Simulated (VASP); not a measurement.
# In3Se (P4/mmm) in VASP: single point with PBEsol+D3(BJ)

Aim: the single point of In3Se with PBEsol+D3(BJ).

Everything below comes from runs of VASP 6.6.1. Logs are shortened: lines on timing, memory, paths and dates and some standing lists are left out, and cuts for length are marked.

## 1. The cell of the first run

Symmetry: P4/mmm, No. 123, tetragonal system. Conventional cell: a = 5.104 Å, b = 5.104 Å, c = 4.588 Å, α = 90.00°, β = 90.00°, γ = 90.00°. Within 4.6 Å of In (site symmetry mmm) lie 10 In at 3.43 to 4.59 Å and 4 Se at 3.43 Å. Within 4.6 Å of In (site symmetry 4/mmm) lie 10 In at 3.43 to 4.59 Å and 4 Se at 3.61 Å. Within 4.6 Å of Se (site symmetry 4/mmm) lie 12 In at 3.43 to 3.61 Å and 2 Se at 4.59 Å.

## 2. Single point, PBEsol+D3(BJ)

File INCAR:

```
ALGO     = Normal         # electronic algorithm
EDIFF    = 1E-6           # SCF threshold, eV
ENCUT    = 500            # plane-wave cutoff, eV
GGA      = PS             # functional
GGA_COMPAT= False        
ISIF     = 2              # what is computed and relaxed
ISMEAR   = 0              # smearing method
IVDW     = 12             # dispersion correction
LASPH    = True           # aspherical terms in the spheres
LCHARG   = True           # write CHGCAR
LELF     = True           # ELF
LREAL    = False          # projectors in reciprocal space
LVHAR    = True         
LWAVE    = False          # write WAVECAR
NBANDS   = 30             # bands
NELM     = 120            # most SCF steps
PREC     = Accurate       # precision mode
SIGMA    = 0.15           # smearing width, eV
```

File KPOINTS:

```
k-points
0
Gamma
  10 10 10
```

File POSCAR:

```
In3Se
1.0
    5.1037612626      0.0000000000      0.0000000000
    0.0000000000      5.1037612626      0.0000000000
    0.0000000000      0.0000000000      4.5876505731
In Se
3 1
Direct
    0.0000000000      0.5000000000      0.5000000000
    0.5000000000      0.0000000000      0.5000000000
    0.5000000000      0.5000000000      0.0000000000
    0.0000000000      0.0000000000      0.0000000000
```

Potentials or basis: VASP PAW PBE potentials, release 64 (In_d, Se).

The run is started by

```
$ cat potpaw_PBE.64/In_d/POTCAR potpaw_PBE.64/Se/POTCAR > POTCAR
$ mpirun -np 1 vasp_std > vasp.out
```

OUTCAR:

```text
EDIFF = 1E-6
   ENCUT = 500
   GGA = PS
   ISIF = 2
   ISMEAR = 0
   IVDW = 12
   LASPH = True
   LREAL = False
   NELM = 120
   PREC = Accurate
 IVDW          = 12

 ion  position               nearest neighbor table
   1  0.000  0.500  0.500-   3 3.43   3 3.43   3 3.43   3 3.43   2 3.61   2 3.61   2 3.61   2 3.61

   2  0.500  0.000  0.500-   3 3.43   3 3.43   3 3.43   3 3.43   1 3.61   1 3.61   1 3.61   1 3.61

   3  0.500  0.500  0.000-   1 3.43   2 3.43   1 3.43   2 3.43   2 3.43   2 3.43   1 3.43   1 3.43

   4  0.000  0.000  0.000-

  LATTYP: Found a simple tetragonal cell.
 ALAT       =     5.1037612626
 C/A-ratio  =     0.8988764045

  Lattice vectors:

 A1 = (   5.1037612626,   0.0000000000,   0.0000000000)
 A2 = (   0.0000000000,   5.1037612626,   0.0000000000)
 A3 = (   0.0000000000,   0.0000000000,   4.5876505731)

Analysis of symmetry for initial positions (statically):
=====================================================================
 Subroutine PRICEL returns:
 Original cell was already a primitive cell.

 Routine SETGRP: Setting up the symmetry group for a
 simple tetragonal supercell.

 Subroutine GETGRP returns: Found 16 space group operations
 (whereof 16 operations were pure point group operations)
 out of a pool of 16 trial point group operations.

The static configuration has the point symmetry D_4h.

Analysis of symmetry for dynamics (positions and initial velocities):
=====================================================================
 Subroutine PRICEL returns:
 Original cell was already a primitive cell.

 Routine SETGRP: Setting up the symmetry group for a
 simple tetragonal supercell.

 Subroutine GETGRP returns: Found 16 space group operations
 (whereof 16 operations were pure point group operations)
 out of a pool of 16 trial point group operations.

The dynamic configuration has the point symmetry D_4h.

 Subroutine INISYM returns: Found 16 space group operations
 (whereof 16 operations are pure point group operations),
 and found     1 'primitive' translations

----------------------------------------------------------------------------------------

                                     Primitive cell

  volume of cell :     119.5009

  direct lattice vectors                    reciprocal lattice vectors
     5.103761263  0.000000000  0.000000000     0.195933930  0.000000000  0.000000000
     0.000000000  5.103761263  0.000000000     0.000000000  0.195933930  0.000000000
     0.000000000  0.000000000  4.587650573     0.000000000  0.000000000  0.217976497

  length of vectors
     5.103761263  5.103761263  4.587650573     0.195933930  0.195933930  0.217976497

  position of ions in fractional coordinates (direct lattice)
     0.000000000  0.500000000  0.500000000
     0.500000000  0.000000000  0.500000000
     0.500000000  0.500000000  0.000000000
     0.000000000  0.000000000  0.000000000

  ion indices of the primitive-cell ions
   primitive index   ion index
                 1           1
                 2           2
                 3           3
                 4           4

----------------------------------------------------------------------------------------

 KPOINTS: k-points

Automatic generation of k-mesh.
 Grid dimensions read from file:
 generate k-points for:   10   10   10

 Generating k-lattice:

  Cartesian coordinates                     Fractional coordinates (reciprocal lattice)
     0.019593393  0.000000000  0.000000000     0.100000000  0.000000000  0.000000000
     0.000000000  0.019593393  0.000000000     0.000000000  0.100000000  0.000000000
     0.000000000  0.000000000  0.021797650     0.000000000  0.000000000  0.100000000

  Length of vectors
     0.019593393  0.019593393  0.021797650

  Shift w.r.t. Gamma in fractional coordinates (k-lattice)
     0.000000000  0.000000000  0.000000000

 Subroutine IBZKPT returns following result:
 ===========================================

 Found    126 irreducible k-points:

 Following reciprocal coordinates:
            Coordinates               Weight
  0.000000  0.000000  0.000000      1.000000
  0.100000  0.000000  0.000000      4.000000
  0.200000  0.000000  0.000000      4.000000
  0.300000  0.000000  0.000000      4.000000
  0.400000  0.000000  0.000000      4.000000
  0.500000  0.000000  0.000000      2.000000
[... 16 lines left out ...]
  0.100000  0.000000  0.100000      8.000000
  0.200000  0.000000  0.100000      8.000000
 [... further k-points ...]
   k-points           NKPTS =    126   k-points in BZ     NKDIM =    126   number of bands    NBANDS=     30
   number of dos      NEDOS =    301   number of ions     NIONS =      4
   total plane-waves  NPLWV =  57600
   dimension x,y,z NGX =    40 NGY =   40 NGZ =   36
   dimension x,y,z NGXF=    80 NGYF=   80 NGZF=   72
   ions per type =               3   1
   NGX,Y,Z   is equivalent  to a cutoff of  13.03, 13.03, 13.05 a.u.
   NGXF,Y,Z  is equivalent  to a cutoff of  26.06, 26.06, 26.09 a.u.
 SYSTEM =  unknown system
   PREC   = accura    normal or accurate (medium, high low for compatibility)
   ISTART =      0    job   : 0-new  1-cont  2-samecut
   ICHARG =      2    charge: 1-file 2-atom 10-const
   ISPIN  =      1    spin polarized calculation?
   LNONCOLLINEAR =      F non collinear calculations
   LSORBIT =      F    spin-orbit coupling
   LASPH  =      T    aspherical Exc in radial PAW
   ENCUT  =  500.0 eV  36.75 Ry    6.06 a.u.   9.31  9.31  8.36*2*pi/ulx,y,z
   NELM   =    120;   NELMIN=  2; NELMDL= -5     # of ELM steps
   EDIFF  = 0.1E-05   stopping-criterion for ELM
   LREAL  =      F    real-space projection
   EDIFFG = 0.1E-04   stopping-criterion for IOM
   NSW    =      0    number of steps for IOM
   IBRION =     -1    ionic relax: 0-MD 1-quasi-New 2-CG
   NFREE  =      0    steps in history (QN), initial steepest desc. (CG)
   ISIF   =      2    stress and relaxation
   ISYM   =      2    0-nonsym 1-usesym 2-fastsym
   POTIM  = 0.5000    time-step for ionic-motion
   TEBEG  =    0.0;   TEEND  =   0.0 temperature during run
   PSTRESS=    0.0 pullay stress
   NELECT =      45.0000    total number of electrons
   NUPDOWN=      -1.0000    fix difference up-down
   EMIN   =  10.00;   EMAX   =-10.00  energy-range for DOS
   EFERMI =   0.00;   METHOD = LEGACY
   ISMEAR =     0;   SIGMA  =   0.15  broadening in eV -4-tet -1-fermi 0-gaus
   EFERMI_NEDOS =   21; number of points for ismear=-14 and -15
   IALGO  =     38    algorithm
   IMIX   =      4    mixing-type and parameters
     AMIX     =   0.40;   BMIX     =  1.00
     AMIX_MAG =   1.60;   BMIX_MAG =  1.00
  volume/ion in A,a.u.               =      29.88       201.61
  Fermi-wavevector in a.u.,A,eV,Ry     =   1.182194  2.234022 19.015258  1.397582
  Thomas-Fermi vector in A             =   2.318453
   LORBIT       =      0    0 simple, 1 ext, 2 COOP (PROOUT), +10 PAW based schemes
   GGA     = PS    functional components
   LHFCALC =     F    Hartree Fock is set to
   AEXX    =    0.0000 exact exchange contribution
   IVDW    =    12    specifies the selected vdW correction
   LEPSILON=     F    determine dielectric tensor
   LRPA    =     F    only Hartree local field effects (RPA)
 non-spin polarized calculation
 Gauss-broadening in eV      SIGMA  =   0.15
  energy-cutoff  :      500.00
  volume of cell :      119.50
 maximum number of plane-waves:      3081
 NGX is ok and might be reduce to    40
   NGX = 19   NGY = 19   NGZ = 17

 number of electron      44.9999972 magnetization

 Free energy of the ion-electron system (eV)
  ---------------------------------------------------
  ext. energy  EPLUGINS =         0.00000000
  ---------------------------------------------------
  free energy    TOTEN  =       -12.93410687 eV

  energy without entropy =      -12.91861936  energy(sigma->0) =      -12.92636312

 E-fermi :   4.9796     XC(G=0):  -9.5606

 val. band max:        4.9552096518   @ k =   0.1000   0.1000   0.2000
 cond. band min:       4.9814040786   @ k =   0.3000   0.3000   0.1000
 fundamental gap:      0.0261944269
 Fermi energy:         4.9795836481

 k-point     1 :       0.0000    0.0000    0.0000
  band No.  band energies     occupation
      1      -9.6260      2.00000
      2      -9.6260      2.00000
      3      -9.5966      2.00000
      4      -9.5530      2.00000
      5      -9.5502      2.00000
      6      -9.4357      2.00000
[... 22 lines left out ...]
     29       9.9708      0.00000
     30      11.1599      0.00000

 k-point     2 :       0.1000    0.0000    0.0000
  band No.  band energies     occupation
      1      -9.6253      2.00000
      2      -9.6180      2.00000
      3      -9.5912      2.00000
      4      -9.5484      2.00000
      5      -9.5481      2.00000
      6      -9.4328      2.00000
[... 22 lines left out ...]
     29      10.2279      0.00000
     30      11.5446      0.00000

 k-point     3 :       0.2000    0.0000    0.0000
  band No.  band energies     occupation
      1      -9.6235      2.00000
      2      -9.5949      2.00000
      3      -9.5765      2.00000
      4      -9.5426      2.00000
      5      -9.5357      2.00000
      6      -9.4239      2.00000
[... 22 lines left out ...]
     29      10.8305      0.00000
     30      11.6530      0.00000

 k-point     4 :       0.3000    0.0000    0.0000
  band No.  band energies     occupation
      1      -9.6213      2.00000
      2      -9.5596      2.00000
      3      -9.5564      2.00000
      4      -9.5351      2.00000
      5      -9.5182      2.00000
      6      -9.4102      2.00000
[... 616 lines left out ...]
     29      10.2413      0.00000
     30      11.2149      0.00000

 k-point    23 :       0.1000    0.0000    0.1000
  band No.  band energies     occupation
      1      -9.6178      2.00000
      2      -9.6120      2.00000
      3      -9.5829      2.00000
      4      -9.5452      2.00000
      5      -9.5434      2.00000
      6      -9.4314      2.00000
[... 22 lines left out ...]
     29      10.4938      0.00000
     30      11.5289      0.00000

 k-point    24 :       0.2000    0.0000    0.1000
  band No.  band energies     occupation
      1      -9.6163      2.00000
      2      -9.5941      2.00000
      3      -9.5671      2.00000
      4      -9.5368      2.00000
      5      -9.5327      2.00000
      6      -9.4223      2.00000
[... 22 lines left out ...]
     29      10.8331      0.00000
     30      11.2463      0.00000

 [... further k-points ...]

------------------------ aborting loop because EDIFF is reached ----------------------------------------

 Edisp (eV)   -1.18478

 E8    (eV) :    -0.8327

  FORCE on cell =-STRESS in cart. coord.  units (eV):
  Direction    XX          YY          ZZ          XY          YZ          ZX
  --------------------------------------------------------------------------------------
  -------------------------------------------------------------------------------------
  Total      -5.00285    -5.00285    -4.34068     0.00000     0.00000    -0.00000
  in kB     -67.07442   -67.07442   -58.19659     0.00000     0.00000    -0.00000
  external pressure =      -64.12 kB  Pullay stress =        0.00 kB

 VOLUME and BASIS-vectors are now :
 -----------------------------------------------------------------------------
  energy-cutoff  :      500.00
  volume of cell :      119.50
      direct lattice vectors                 reciprocal lattice vectors
     5.103761263  0.000000000  0.000000000     0.195933930  0.000000000  0.000000000
     0.000000000  5.103761263  0.000000000     0.000000000  0.195933930  0.000000000
     0.000000000  0.000000000  4.587650573     0.000000000  0.000000000  0.217976497

 POSITION                                       TOTAL-FORCE (eV/Angst)
 -----------------------------------------------------------------------------------
      0.00000      2.55188      2.29383         0.000000      0.000000      0.000000
      2.55188      0.00000      2.29383         0.000000      0.000000      0.000000
      2.55188      2.55188      0.00000         0.000000      0.000000      0.000000
      0.00000      0.00000      0.00000         0.000000      0.000000      0.000000
 -----------------------------------------------------------------------------------
    total drift:                               -0.000000     -0.000000     -0.000000

  FREE ENERGIE OF THE ION-ELECTRON SYSTEM (eV)
  ---------------------------------------------------
  free  energy   TOTEN  =       -14.1188837379 eV

  energy  without entropy=      -14.1033962260  energy(sigma->0) =      -14.11113998
```

It took 9.7 min on 1 thread of Oxide Virtual Turin-like, shared host; peak memory 0.46 GiB.

Results:

```
Free energy                : -14.1189 eV
Pressure                   : -6.4 GPa
Band gap on the k mesh     : zero (an odd number of electrons rules out a gap without spin polarisation)
Dispersion energy per atom : -0.296 eV
```

Caveat: the cell stands under tension; the PAW data sets were made with another functional, which shifts forces and pressure a little; spin-orbit coupling is left out, which moves the levels of the heavy elements.

The gap in the log of VASP goes by the Fermi energy; the results here count the filled bands.